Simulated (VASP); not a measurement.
# Cd2S (Cmcm) in VASP: single point with PBE

Aim: the single point of Cd2S with PBE.

All numbers are computed with VASP 6.6.1; they aren't measurements. Logs are shortened: lines on timing, memory, paths and dates and some standing lists are left out, and cuts for length are marked.

## Step 1: The cell of the first run

The structure is orthorhombic, space group Cmcm (No. 63). The conventional cell has a = 3.786 Å, b = 12.754 Å, c = 5.625 Å, α = 90.00°, β = 90.00°, γ = 90.00°. Within 3.6 Å of Cd (site symmetry m2m) lie 4 S at 2.75 to 2.83 Å and 2 Cd at 3.11 Å. Within 3.5 Å of Cd (site symmetry m2m) lie 2 S at 2.69 Å and 4 Cd at 2.94 to 3.11 Å. Within 3.5 Å of S (site symmetry m2m) lie 6 Cd at 2.69 to 2.83 Å.

## Step 2: Single point, PBE

The input, INCAR:

```
ALGO = Normal
EDIFF = 1E-6
ENCUT = 520
GGA = PE
ISIF = 2
ISMEAR = 0
LASPH = True
LCHARG = False
LREAL = False
LWAVE = False
NBANDS = 39
NELM = 100
PREC = Accurate
SIGMA = 0.01
```

The input, KPOINTS:

```
k-points
0
Gamma
  10 10 6
```

The input, POSCAR:

```
Cd2S
1.0
    1.8932429320     -6.3770743082      0.0000000000
    1.8932429320      6.3770743082      0.0000000000
    0.0000000000      0.0000000000      5.6248807820
Cd S
4 2
Direct
    0.8394231905      0.1605768095      0.7500000000
    0.5329855483      0.4670144517      0.7500000000
    0.1605768095      0.8394231905      0.2500000000
    0.4670144517      0.5329855483      0.2500000000
    0.1827452453      0.8172547547      0.7500000000
    0.8172547547      0.1827452453      0.2500000000
```

Potentials or basis: VASP PAW PBE potentials, release 64 (Cd, S).

The run is started by

```bash
> cat potpaw_PBE.64/Cd/POTCAR potpaw_PBE.64/S/POTCAR > POTCAR
> mpirun -np 1 vasp_std > vasp.out
```

OUTCAR:

```text
EDIFF = 1E-6
   ENCUT = 520
   GGA = PE
   ISIF = 2
   ISMEAR = 0
   LASPH = True
   LREAL = False
   NELM = 100
   PREC = Accurate

 ion  position               nearest neighbor table
   1  0.839  0.161  0.750-   5 2.75   5 2.75   6 2.83   6 2.83   2 3.11   2 3.11   4 3.76   4 3.76
                             4 3.76   4 3.76
   2  0.533  0.467  0.750-   5 2.69   5 2.69   4 2.94   4 2.94   1 3.11   1 3.11   3 3.76   3 3.76
                             3 3.76   3 3.76
   3  0.161  0.839  0.250-   6 2.75   6 2.75   5 2.83   5 2.83   4 3.11   4 3.11   2 3.76   2 3.76
                             2 3.76   2 3.76
   4  0.467  0.533  0.250-   6 2.69   6 2.69   2 2.94   2 2.94   3 3.11   3 3.11   1 3.76   1 3.76
                             1 3.76   1 3.76
   5  0.183  0.817  0.750-   2 2.69   2 2.69   1 2.75   1 2.75   3 2.83   3 2.83
   6  0.817  0.183  0.250-   4 2.69   4 2.69   3 2.75   3 2.75   1 2.83   1 2.83

  LATTYP: Found a base centered orthorhombic cell.
 ALAT       =     3.7864858640
 B/A-ratio  =     3.3683338786
 C/A-ratio  =     1.4855147976

  Lattice vectors:

 A1 = (   1.8932429320,  -6.3770743082,   0.0000000000)
 A2 = (   1.8932429320,   6.3770743082,   0.0000000000)
 A3 = (   0.0000000000,   0.0000000000,   5.6248807820)

Analysis of symmetry for initial positions (statically):
=====================================================================
 Subroutine PRICEL returns:
 Original cell was already a primitive cell.

 Routine SETGRP: Setting up the symmetry group for a
 base centered orthorhombic supercell.

 Subroutine GETGRP returns: Found  8 space group operations
 (whereof  4 operations were pure point group operations)
 out of a pool of  8 trial point group operations.

The static configuration has the point symmetry C_2h.
 The point group associated with its full space group is D_2h.

Analysis of symmetry for dynamics (positions and initial velocities):
=====================================================================
 Subroutine PRICEL returns:
 Original cell was already a primitive cell.

 Routine SETGRP: Setting up the symmetry group for a
 base centered orthorhombic supercell.

 Subroutine GETGRP returns: Found  8 space group operations
 (whereof  4 operations were pure point group operations)
 out of a pool of  8 trial point group operations.

The dynamic configuration has the point symmetry C_2h.
 The point group associated with its full space group is D_2h.

 Subroutine INISYM returns: Found  8 space group operations
 (whereof  4 operations are pure point group operations),
 and found     1 'primitive' translations

----------------------------------------------------------------------------------------

                                     Primitive cell

  volume of cell :     135.8223

  direct lattice vectors                    reciprocal lattice vectors
     1.893242932 -6.377074308  0.000000000     0.264097117 -0.078405861  0.000000000
     1.893242932  6.377074308  0.000000000     0.264097117  0.078405861  0.000000000
     0.000000000  0.000000000  5.624880782     0.000000000  0.000000000  0.177781546

  length of vectors
     6.652176000  6.652176000  5.624880782     0.275490047  0.275490047  0.177781546

  position of ions in fractional coordinates (direct lattice)
     0.839423190  0.160576810  0.750000000
     0.532985548  0.467014452  0.750000000
     0.160576810  0.839423190  0.250000000
     0.467014452  0.532985548  0.250000000
     0.182745245  0.817254755  0.750000000
     0.817254755  0.182745245  0.250000000

  ion indices of the primitive-cell ions
   primitive index   ion index
                 1           1
                 2           2
                 3           3
                 4           4
                 5           5
                 6           6

----------------------------------------------------------------------------------------

 KPOINTS: k-points

Automatic generation of k-mesh.
 Grid dimensions read from file:
 generate k-points for:   10   10    6

 Generating k-lattice:

  Cartesian coordinates                     Fractional coordinates (reciprocal lattice)
     0.026409712 -0.007840586  0.000000000     0.100000000  0.000000000  0.000000000
     0.026409712  0.007840586  0.000000000     0.000000000  0.100000000  0.000000000
     0.000000000  0.000000000  0.029630258     0.000000000  0.000000000  0.166666667

  Length of vectors
     0.027549005  0.027549005  0.029630258

  Shift w.r.t. Gamma in fractional coordinates (k-lattice)
     0.000000000  0.000000000  0.000000000

 Subroutine IBZKPT returns following result:
 ===========================================

 Found    124 irreducible k-points:

 Following reciprocal coordinates:
            Coordinates               Weight
  0.000000  0.000000  0.000000      1.000000
  0.100000  0.000000  0.000000      4.000000
  0.200000  0.000000  0.000000      4.000000
  0.300000  0.000000  0.000000      4.000000
  0.400000 -0.000000  0.000000      4.000000
  0.500000 -0.000000  0.000000      2.000000
[... 16 lines left out ...]
  0.300000  0.300000  0.000000      2.000000
  0.400000  0.300000  0.000000      4.000000
 [... further k-points ...]
   k-points           NKPTS =    124   k-points in BZ     NKDIM =    124   number of bands    NBANDS=     39
   number of dos      NEDOS =    301   number of ions     NIONS =      6
   total plane-waves  NPLWV = 105000
   dimension x,y,z NGX =    50 NGY =   50 NGZ =   42
   dimension x,y,z NGXF=   100 NGYF=  100 NGZF=   84
   ions per type =               4   2
   NGX,Y,Z   is equivalent  to a cutoff of  12.50, 12.50, 12.41 a.u.
   NGXF,Y,Z  is equivalent  to a cutoff of  24.99, 24.99, 24.83 a.u.
 SYSTEM =  unknown system
   PREC   = accura    normal or accurate (medium, high low for compatibility)
   ISTART =      0    job   : 0-new  1-cont  2-samecut
   ICHARG =      2    charge: 1-file 2-atom 10-const
   ISPIN  =      1    spin polarized calculation?
   LNONCOLLINEAR =      F non collinear calculations
   LSORBIT =      F    spin-orbit coupling
   LASPH  =      T    aspherical Exc in radial PAW
   ENCUT  =  520.0 eV  38.22 Ry    6.18 a.u.  12.37 12.37 10.46*2*pi/ulx,y,z
   NELM   =    100;   NELMIN=  2; NELMDL= -5     # of ELM steps
   EDIFF  = 0.1E-05   stopping-criterion for ELM
   LREAL  =      F    real-space projection
   EDIFFG = 0.1E-04   stopping-criterion for IOM
   NSW    =      0    number of steps for IOM
   IBRION =     -1    ionic relax: 0-MD 1-quasi-New 2-CG
   NFREE  =      0    steps in history (QN), initial steepest desc. (CG)
   ISIF   =      2    stress and relaxation
   ISYM   =      2    0-nonsym 1-usesym 2-fastsym
   POTIM  = 0.5000    time-step for ionic-motion
   TEBEG  =    0.0;   TEEND  =   0.0 temperature during run
   PSTRESS=    0.0 pullay stress
   NELECT =      60.0000    total number of electrons
   NUPDOWN=      -1.0000    fix difference up-down
   EMIN   =  10.00;   EMAX   =-10.00  energy-range for DOS
   EFERMI =   0.00;   METHOD = LEGACY
   ISMEAR =     0;   SIGMA  =   0.01  broadening in eV -4-tet -1-fermi 0-gaus
   EFERMI_NEDOS =   21; number of points for ismear=-14 and -15
   IALGO  =     38    algorithm
   IMIX   =      4    mixing-type and parameters
     AMIX     =   0.40;   BMIX     =  1.00
     AMIX_MAG =   1.60;   BMIX_MAG =  1.00
  volume/ion in A,a.u.               =      22.64       152.76
  Fermi-wavevector in a.u.,A,eV,Ry     =   1.246814  2.356136 21.150858  1.554544
  Thomas-Fermi vector in A             =   2.380974
   LORBIT       =      0    0 simple, 1 ext, 2 COOP (PROOUT), +10 PAW based schemes
   GGA     = PE    functional components
   LHFCALC =     F    Hartree Fock is set to
   AEXX    =    0.0000 exact exchange contribution
   IVDW    =     0    specifies the selected vdW correction
   LEPSILON=     F    determine dielectric tensor
   LRPA    =     F    only Hartree local field effects (RPA)
 non-spin polarized calculation
 Gauss-broadening in eV      SIGMA  =   0.01
  energy-cutoff  :      520.00
  volume of cell :      135.82
 maximum number of plane-waves:      3680
 NGX is ok and might be reduce to    50
   NGX = 25   NGY = 25   NGZ = 21

 number of electron      60.0000000 magnetization

 Free energy of the ion-electron system (eV)
  ---------------------------------------------------
  ext. energy  EPLUGINS =         0.00000000
  ---------------------------------------------------
  free energy    TOTEN  =       -12.67570883 eV

  energy without entropy =      -12.67555184  energy(sigma->0) =      -12.67563034

 E-fermi :   2.6030     XC(G=0): -10.1846

 val. band max:        2.6010992385   @ k =   0.3000   0.2000   0.1667
 cond. band min:       2.6043892511   @ k =   0.4000   0.2000   0.1667
 fundamental gap:      0.0032900126
 Fermi energy:         2.6029995528

 k-point     1 :       0.0000    0.0000    0.0000
  band No.  band energies     occupation
      1     -10.4563      2.00000
      2      -9.8730      2.00000
      3      -6.2552      2.00000
      4      -5.9352      2.00000
      5      -5.9302      2.00000
      6      -5.8994      2.00000
[... 31 lines left out ...]
     38       9.5757      0.00000
     39      10.5565      0.00000

 k-point     2 :       0.1000    0.0000    0.0000
  band No.  band energies     occupation
      1     -10.4134      2.00000
      2      -9.8580      2.00000
      3      -6.2462      2.00000
      4      -5.9573      2.00000
      5      -5.9324      2.00000
      6      -5.9262      2.00000
[... 31 lines left out ...]
     38       9.5392      0.00000
     39      10.2888      0.00000

 k-point     3 :       0.2000    0.0000    0.0000
  band No.  band energies     occupation
      1     -10.2967      2.00000
      2      -9.8235      2.00000
      3      -6.2285      2.00000
      4      -5.9937      2.00000
      5      -5.9908      2.00000
      6      -5.9659      2.00000
[... 832 lines left out ...]
 k-point    23 :       0.3000    0.3000    0.0000
  band No.  band energies     occupation
      1      -9.9854      2.00000
      2      -9.8108      2.00000
      3      -6.1952      2.00000
      4      -6.0962      2.00000
      5      -5.9203      2.00000
      6      -5.9174      2.00000
[... 31 lines left out ...]
     38       8.6313      0.00000
     39       8.8765      0.00000

 k-point    24 :       0.4000    0.3000    0.0000
  band No.  band energies     occupation
      1     -10.1289      2.00000
      2      -9.8105      2.00000
      3      -6.2075      2.00000
      4      -6.0492      2.00000
      5      -5.8920      2.00000
      6      -5.8413      2.00000
[... 31 lines left out ...]
     38       9.1622      0.00000
     39       9.3995      0.00000

 [... further k-points ...]

------------------------ aborting loop because EDIFF is reached ----------------------------------------

  FORCE on cell =-STRESS in cart. coord.  units (eV):
  Direction    XX          YY          ZZ          XY          YZ          ZX
  --------------------------------------------------------------------------------------
  -------------------------------------------------------------------------------------
  Total        0.2293605      0.2675378      0.2280927      0.0000000     -0.0000000      0.0000000
  in kB        2.7055656      3.1559093      2.6906101      0.0000000     -0.0000000      0.0000000
  external PRESSURE =       2.8506950 kB  Pullay stress =       0.0000000 kB

 VOLUME and BASIS-vectors are now :
 -----------------------------------------------------------------------------
  energy-cutoff  :      520.00
  volume of cell :      135.82
      direct lattice vectors                 reciprocal lattice vectors
     1.893242932 -6.377074308  0.000000000     0.264097117 -0.078405861  0.000000000
     1.893242932  6.377074308  0.000000000     0.264097117  0.078405861  0.000000000
     0.000000000  0.000000000  5.624880782     0.000000000  0.000000000  0.177781546

 POSITION                                       TOTAL-FORCE (eV/Angst)
 -----------------------------------------------------------------------------------
      1.89324     -4.32905      4.21866         0.000000     -0.015739      0.000000
      1.89324     -0.42070      4.21866         0.000000      0.008610      0.000000
      1.89324      4.32905      1.40622         0.000000      0.015739     -0.000000
      1.89324      0.42070      1.40622         0.000000     -0.008610     -0.000000
      1.89324      4.04631      4.21866         0.000000     -0.006918     -0.000000
      1.89324     -4.04631      1.40622         0.000000      0.006918     -0.000000
 -----------------------------------------------------------------------------------
    total drift:                                0.000000      0.000000     -0.000000

  FREE ENERGIE OF THE ION-ELECTRON SYSTEM (eV)
  ---------------------------------------------------
  free  energy   TOTEN  =       -12.6757088326 eV

  energy  without entropy=      -12.6755518407  energy(sigma->0) =      -12.67563034
```

Run time: 17 min. Hardware: 1 thread of AMD EPYC 9R45 (Zen 5), shared host; peak memory 0.61 GiB.

Results:

```
Free energy            : -12.6757 eV
Pressure               : 0.3 GPa
Largest force          : 0.016 eV/Å
Band gap on the k mesh : zero (bands 30 and 31 overlap by 0.56 eV)
```

Forces in eV/Å, atoms in the order of the input:
```
Cd   0.000 -0.016  0.000
Cd   0.000  0.009  0.000
Cd   0.000  0.016  0.000
Cd   0.000 -0.009  0.000
S    0.000 -0.007  0.000
S    0.000  0.007  0.000
```

Caveat: semilocal functionals underestimate gaps, so a narrow gap can read as zero.
